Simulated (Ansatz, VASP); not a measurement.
One calculation of AlRu, two programs

```
Al Ru
1.0
     2.99160    0.00000    0.00000
     0.00000    2.99160    0.00000
     0.00000    0.00000    2.99160
Al Ru
1 1
Direct
  0.00000 0.00000 0.00000
  0.50000 0.50000 0.50000
```

Alike in both runs: task single point; functional BLYP; k mesh 9 × 9 × 9; no spin polarisation.

```csv
,VASP,Ansatz
version,VASP 6.6.1,Ansatz 0.2.0
potentials or method,"VASP PAW PBE potentials, release 64 (Al, Ru_pv), cutoff 500 eV","plane waves, PAW"
occupations,"methfessel-paxton of order 1, width 0.1 eV","cold, width 0.1 eV"
valence electrons in the cell,17,19
```

```tsv
	VASP	Ansatz	Ansatz less VASP
pressure (GPa)	9.6	9.1	-0.55
```

VASP's potentials were made for PBE, not for BLYP. VASP's potentials hold 17 valence electrons a cell and Ansatz's 19, so a difference there can come from the potentials and not from the codes.
